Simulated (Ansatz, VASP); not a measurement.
**Two plane-wave programs on Rh**

```
CELL_PARAMETERS angstrom
-1.53638 1.53638 1.53638
1.53638 -1.53638 1.53638
1.53638 1.53638 -1.53638
ATOMIC_POSITIONS crystal
Rh 0.00000 0.00000 0.00000
```

Alike in both runs: task single point; functional PBE; k mesh 24 × 24 × 24; occupations fermi-dirac, width 0.05 eV; collinear spin.

|  | VASP | Ansatz |
| --- | --- | --- |
| version | VASP 6.6.1 | Ansatz 0.2.0 |
| potentials or method | VASP PAW PBE potentials, release 64 (Rh_pv), cutoff 520 eV | plane waves (420 eV) with PAW, scalar-relativistic |
| valence electrons in the cell | 15 | 17 |

```csv
,VASP,Ansatz,Ansatz less VASP
net moment per atom (μB),0.47,0.47,-0.002
size of the moment on the site where the two differ most (μB),0.48,0.47,-0.011
```

Site moments also hang on the region over which each program counts them. VASP's potentials hold 15 valence electrons a cell and Ansatz's 17, so a difference there can come from the potentials and not from the codes.
